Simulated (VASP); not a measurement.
# CdSe (P6_3mc) in VASP: elastic constants with PBEsol

Aim: the elastic constants of CdSe with PBEsol.

All numbers are computed with VASP 6.6.1; they aren't measurements. Logs are shortened: lines on timing, memory, paths and dates and some standing lists are left out, and cuts for length are marked.

## 1. The cell of the first run

Symmetry: P6_3mc, No. 186, hexagonal system. Conventional cell: a = 4.301 Å, b = 4.301 Å, c = 7.022 Å, α = 90.00°, β = 90.00°, γ = 120.00°. Cd (site symmetry 3m) has 4 Se at 2.63 to 2.64 Å within 3.5 Å. Within 3.5 Å of Se (site symmetry 3m) lie 4 Cd at 2.63 to 2.64 Å.

## 2. Elastic constants, PBEsol

Contents of INCAR:

```
SYSTEM = CdSe
PREC = Accurate
ENCUT = 500
EDIFF = 1E-8
ISMEAR = 0
SIGMA = 0.01
LREAL = .FALSE.
LASPH = .TRUE.
NELM = 120
ALGO = Normal
ISIF = 3
LWAVE = .FALSE.
LCHARG = .TRUE.
GGA = PS
IBRION = 6
NFREE = 2
POTIM = 0.015
NSW = 1
GGA_COMPAT = .FALSE.
```

Contents of KPOINTS:

```
Automatic mesh
0
G
  6 6 4
  0 0 0
```

Contents of POSCAR:

```
CdSe
1.0
    4.3011016630      0.0000000000      0.0000000000
   -2.1505508315      3.7248633044      0.0000000000
    0.0000000000      0.0000000000      7.0222409791
Cd Se
2 2
Direct
    0.3333333333      0.6666666667      0.0046992087
    0.6666666667      0.3333333333      0.5046992087
    0.3333333333      0.6666666667      0.3803007913
    0.6666666667      0.3333333333      0.8803007913
```

Potentials or basis: VASP PAW PBE potentials, release 64 (Cd, Se).

Run with:

```sh
$ cat potpaw_PBE.64/Cd/POTCAR potpaw_PBE.64/Se/POTCAR > POTCAR
$ mpirun -np 1 vasp_std > vasp.out
```

OUTCAR:

```text
SYSTEM = CdSe
   PREC = Accurate
   ENCUT = 500
   EDIFF = 1E-8
   ISMEAR = 0
   LREAL = .FALSE.
   LASPH = .TRUE.
   NELM = 120
   ISIF = 3
   GGA = PS
   IBRION = 6
   NFREE = 2
   POTIM = 0.015
   NSW = 1

 ion  position               nearest neighbor table
   1  0.333  0.667  0.005-   4 2.63   4 2.63   4 2.63   3 2.64
   2  0.667  0.333  0.505-   3 2.63   3 2.63   3 2.63   4 2.64
   3  0.333  0.667  0.380-   2 2.63   2 2.63   2 2.63   1 2.64
   4  0.667  0.333  0.880-   1 2.63   1 2.63   1 2.63   2 2.64

  LATTYP: Found a hexagonal cell.
 ALAT       =     4.3011016630
 C/A-ratio  =     1.6326610086

  Lattice vectors:

 A1 = (   4.3011016630,   0.0000000000,   0.0000000000)
 A2 = (  -2.1505508315,   3.7248633044,   0.0000000000)
 A3 = (   0.0000000000,   0.0000000000,   7.0222409791)

Analysis of symmetry for initial positions (statically):
=====================================================================
 Subroutine PRICEL returns:
 Original cell was already a primitive cell.

 Routine SETGRP: Setting up the symmetry group for a
 hexagonal supercell.

 Subroutine GETGRP returns: Found 12 space group operations
 (whereof  6 operations were pure point group operations)
 out of a pool of 24 trial point group operations.

The static configuration has the point symmetry C_3v.
 The point group associated with its full space group is C_6v.

Analysis of symmetry for dynamics (positions and initial velocities):
=====================================================================
 Subroutine PRICEL returns:
 Original cell was already a primitive cell.

 Routine SETGRP: Setting up the symmetry group for a
 hexagonal supercell.

 Subroutine GETGRP returns: Found 12 space group operations
 (whereof  6 operations were pure point group operations)
 out of a pool of 24 trial point group operations.

The dynamic configuration has the point symmetry C_3v.
 The point group associated with its full space group is C_6v.

 Subroutine INISYM returns: Found 12 space group operations
 (whereof  6 operations are pure point group operations),
 and found     1 'primitive' translations

----------------------------------------------------------------------------------------

                                     Primitive cell

  volume of cell :     112.5034

  direct lattice vectors                    reciprocal lattice vectors
     4.301101663  0.000000000  0.000000000     0.232498573  0.134233114  0.000000000
    -2.150550831  3.724863304  0.000000000     0.000000000  0.268466228  0.000000000
     0.000000000  0.000000000  7.022240979     0.000000000  0.000000000  0.142404683

  length of vectors
     4.301101663  4.301101663  7.022240979     0.268466228  0.268466228  0.142404683

  position of ions in fractional coordinates (direct lattice)
     0.333333333  0.666666667  0.004699209
     0.666666667  0.333333333  0.504699209
     0.333333333  0.666666667  0.380300791
     0.666666667  0.333333333  0.880300791

  ion indices of the primitive-cell ions
   primitive index   ion index
                 1           1
                 2           2
                 3           3
                 4           4

----------------------------------------------------------------------------------------

 KPOINTS: Automatic mesh

Automatic generation of k-mesh.
 Grid dimensions read from file:
 generate k-points for:    6    6    4

 Generating k-lattice:

  Cartesian coordinates                     Fractional coordinates (reciprocal lattice)
     0.038749762  0.022372186  0.000000000     0.166666667  0.000000000  0.000000000
     0.000000000  0.044744371  0.000000000     0.000000000  0.166666667  0.000000000
     0.000000000  0.000000000  0.035601171     0.000000000  0.000000000  0.250000000

  Length of vectors
     0.044744371  0.044744371  0.035601171

  Shift w.r.t. Gamma in fractional coordinates (k-lattice)
     0.000000000  0.000000000  0.000000000
[... 40 lines left out ...]
   ICHARG =      2    charge: 1-file 2-atom 10-const
   ISPIN  =      1    spin polarized calculation?
   LNONCOLLINEAR =      F non collinear calculations
   LSORBIT =      F    spin-orbit coupling
   LASPH  =      T    aspherical Exc in radial PAW
   ENCUT  =  500.0 eV  36.75 Ry    6.06 a.u.   7.84  7.84 12.80*2*pi/ulx,y,z
   NELM   =    120;   NELMIN=  2; NELMDL= -5     # of ELM steps
   EDIFF  = 0.1E-07   stopping-criterion for ELM
   LREAL  =      F    real-space projection
   EDIFFG = 0.1E-06   stopping-criterion for IOM
   NSW    =     85    number of steps for IOM
   IBRION =      6    ionic relax: 0-MD 1-quasi-New 2-CG
   NFREE  =      2    steps in history (QN), initial steepest desc. (CG)
   ISIF   =      3    stress and relaxation
   ISYM   =      2    0-nonsym 1-usesym 2-fastsym
   POTIM  = 0.0150    time-step for ionic-motion
   TEBEG  =    0.0;   TEEND  =   0.0 temperature during run
   PSTRESS=    0.0 pullay stress
   NELECT =      36.0000    total number of electrons
   NUPDOWN=      -1.0000    fix difference up-down
   EMIN   =  10.00;   EMAX   =-10.00  energy-range for DOS
   EFERMI =   0.00;   METHOD = LEGACY
   ISMEAR =     0;   SIGMA  =   0.01  broadening in eV -4-tet -1-fermi 0-gaus
   EFERMI_NEDOS =   21; number of points for ismear=-14 and -15
   IALGO  =     38    algorithm
   IMIX   =      4    mixing-type and parameters
     AMIX     =   0.40;   BMIX     =  1.00
     AMIX_MAG =   1.60;   BMIX_MAG =  1.00
  volume/ion in A,a.u.               =      28.13       189.80
  Fermi-wavevector in a.u.,A,eV,Ry     =   1.119748  2.116017 17.059477  1.253836
  Thomas-Fermi vector in A             =   2.256390
   LORBIT       =      0    0 simple, 1 ext, 2 COOP (PROOUT), +10 PAW based schemes
   GGA     = PS    functional components
   LHFCALC =     F    Hartree Fock is set to
   AEXX    =    0.0000 exact exchange contribution
   IVDW    =     0    specifies the selected vdW correction
   LEPSILON=     F    determine dielectric tensor
   LRPA    =     F    only Hartree local field effects (RPA)
 finite differences with symmetry
 non-spin polarized calculation
 Gauss-broadening in eV      SIGMA  =   0.01
  energy-cutoff  :      500.00
  volume of cell :      112.50
 maximum number of plane-waves:      2868
 NGX is ok and might be reduce to    32
   NGX = 15   NGY = 15   NGZ = 25

--------------------------------------- Ionic step        1  -------------------------------------------

 number of electron      35.9999992 magnetization

 Free energy of the ion-electron system (eV)
  ---------------------------------------------------
  ext. energy  EPLUGINS =         0.00000000
  ---------------------------------------------------
  free energy    TOTEN  =       -12.34656517 eV

  energy without entropy =      -12.34656517  energy(sigma->0) =      -12.34656517

------------------------ aborting loop because EDIFF is reached ----------------------------------------

  FORCE on cell =-STRESS in cart. coord.  units (eV):
  Direction    XX          YY          ZZ          XY          YZ          ZX
  --------------------------------------------------------------------------------------
  -------------------------------------------------------------------------------------
  Total        0.2608657      0.2608657      0.2335556      0.0000000      0.0000000      0.0000000
  in kB        3.7150253      3.7150253      3.3260983      0.0000000      0.0000000      0.0000000
  external PRESSURE =       3.5853830 kB  Pullay stress =       0.0000000 kB
[... 95 lines left out ...]
  FREE ENERGIE OF THE ION-ELECTRON SYSTEM (eV)
  ---------------------------------------------------
  free  energy   TOTEN  =       -12.3341314876 eV

  energy  without entropy=      -12.3341314876  energy(sigma->0) =      -12.33413149

[... ionic steps 4 to 18 ...]

--------------------------------------- Ionic step       19  -------------------------------------------

 number of electron      35.9999992 magnetization

------------------------ aborting loop because EDIFF is reached ----------------------------------------
[... 71 lines left out ...]
--------------------------------------- Ionic step       21  -------------------------------------------

 number of electron      35.9999992 magnetization

 Free energy of the ion-electron system (eV)
  ---------------------------------------------------
  ext. energy  EPLUGINS =         0.00000000
  ---------------------------------------------------
  free energy    TOTEN  =       -12.34578737 eV

  energy without entropy =      -12.34578737  energy(sigma->0) =      -12.34578737

 E-fermi :   0.8932     XC(G=0):  -9.0911

 val. band max:        0.8229924329   @ k =   0.0000   0.0000   0.0000
 cond. band min:       1.3578710467   @ k =   0.0000   0.0000   0.0000
 fundamental gap:      0.5348786137
 Fermi energy:         0.8931502719

 k-point     1 :       0.0000    0.0000    0.0000
  band No.  band energies     occupation
      1     -11.8120      2.00000
      2     -11.4252      2.00000
      3      -7.0956      2.00000
      4      -7.0805      2.00000
      5      -7.0805      2.00000
      6      -7.0094      2.00000
[... 620 lines left out ...]
  FREE ENERGIE OF THE ION-ELECTRON SYSTEM (eV)
  ---------------------------------------------------
  free  energy   TOTEN  =       -12.3457873653 eV

  energy  without entropy=      -12.3457873653  energy(sigma->0) =      -12.34578737

 INTERNAL STRAIN TENSORS FROM STRAINED CELLS
 ============================================

 INTERNAL STRAIN TENSOR FOR ION    1 for displacements in x,y,z  (eV/Angst):
          X           Y           Z          XY          YZ          ZX
  --------------------------------------------------------------------------------
  x     0.00000    -0.00000     0.00000    -5.31172     0.00000    -3.88960
  y    -5.32284     5.31695    -0.00000     0.00000    -3.88924    -0.00003
  z    -3.83307    -3.83535     7.34766     0.00010    -0.00606    -0.00001

 INTERNAL STRAIN TENSORS FROM DISPLACED ATOMS
 ============================================

 INTERNAL STRAIN TENSOR FOR ION    1 for displacements in x,y,z  (eV/Angst):
          X           Y           Z          XY          YZ          ZX
  --------------------------------------------------------------------------------
  x     0.00000    -0.00000    -0.00000    -5.29352    -0.00000    -3.89058
  y    -5.29352     5.29352     0.00000    -0.00000    -3.89058     0.00000
  z    -3.81511    -3.81511     7.29635     0.00000     0.00000     0.00000

 INTERNAL STRAIN TENSOR FOR ION    4 for displacements in x,y,z  (eV/Angst):
          X           Y           Z          XY          YZ          ZX
  --------------------------------------------------------------------------------
  x     0.00000     0.00000    -0.00000     6.54250     0.00000     3.88706
  y     6.54250    -6.54250     0.00000     0.00000     3.88706    -0.00000
  z     3.81521     3.81521    -7.29752     0.00000     0.00000     0.00000

 Eigenvectors and eigenvalues of the dynamical matrix
 ----------------------------------------------------

   1 f  =    5.580965 THz    35.066236 2PiTHz  186.160950 cm-1    23.081006 meV
             X         Y         Z           dx          dy          dz
     -0.000000  2.483242  0.032999     0.000000   -0.000000    0.273407
      2.150551  1.241621  3.544119    -0.000000    0.000000   -0.273407
     -0.000000  2.483242  2.670564     0.000000   -0.000000   -0.652111
      2.150551  1.241621  6.181684    -0.000000    0.000000    0.652111
[... 71 lines left out ...]
  12 f/i=    0.003096 THz     0.019453 2PiTHz    0.103273 cm-1     0.012804 meV
             X         Y         Z           dx          dy          dz
     -0.000000  2.483242  0.032999    -0.000000   -0.000000   -0.542220
      2.150551  1.241621  3.544119    -0.000000   -0.000000   -0.542220
     -0.000000  2.483242  2.670564    -0.000000   -0.000000   -0.453869
      2.150551  1.241621  6.181684    -0.000000   -0.000000   -0.453869

--------------------------------------------------------------------------------------------------------

 ELASTIC MODULI CONTR FROM IONIC RELAXATION (kBar)
 Direction    XX          YY          ZZ          XY          YZ          ZX
 --------------------------------------------------------------------------------
 XX        -297.3819    123.6449    166.1460      0.0000      0.0000      0.0000
 YY         123.6449   -297.3819    166.1460     -0.0000      0.0000     -0.0000
 ZZ         166.1460    166.1460   -317.7733     -0.0000     -0.0000     -0.0000
 XY           0.0000     -0.0000     -0.0000   -210.5134      0.0000      0.0000
 YZ           0.0000     -0.0000     -0.0000      0.0000    -85.8846      0.0000
 ZX           0.0000     -0.0000     -0.0000      0.0000      0.0000    -85.8846
 --------------------------------------------------------------------------------

 TOTAL ELASTIC MODULI (kBar)
 Direction    XX          YY          ZZ          XY          YZ          ZX
 --------------------------------------------------------------------------------
 XX         742.9866    459.1309    389.0653      0.0000      0.0000      0.0000
 YY         459.1309    742.9866    389.0653     -0.0000      0.0000     -0.0000
 ZZ         389.0653    389.0653    839.0847     -0.0000     -0.0000     -0.0000
 XY           0.0000     -0.0000     -0.0000    141.9279      0.0000      0.0000
 YZ           0.0000     -0.0000     -0.0000      0.0000    126.7825      0.0000
 ZX           0.0000     -0.0000     -0.0000      0.0000      0.0000    126.7826
 --------------------------------------------------------------------------------
```

Wall time 21 min (1 thread of Intel Xeon Platinum 8259CL at 2.50GHz (Skylake/Cascade Lake), shared host); peak memory 0.43 GiB.

What came out:

```
Voigt bulk modulus                                      : 53 GPa
Highest phonon frequency at Γ, LO-TO splitting left out : 186 cm⁻¹
```

Phonon frequencies in cm⁻¹ (negative: imaginary):
```csv
q point,frequencies
"(0.000, 0.000, 0.000)",0 0 0 31 31 122 167 171 171 174 174 186
```

Elastic tensor in Voigt notation (GPa, in the Cartesian axes of the cell as first typed):
```
74 46 39  0  0  0
46 74 39  0  0  0
39 39 84  0  0  0
 0  0  0 13  0  0
 0  0  0  0 13  0
 0  0  0  0  0 14
```

Clamped-ion elastic tensor (GPa):
```
104  34  22   0   0   0
 34 104  22   0   0   0
 22  22 116   0   0   0
  0   0   0  21   0   0
  0   0   0   0  21   0
  0   0   0   0   0  35
```

Caveat: the PAW data sets were made with another functional, which shifts forces and pressure a little.
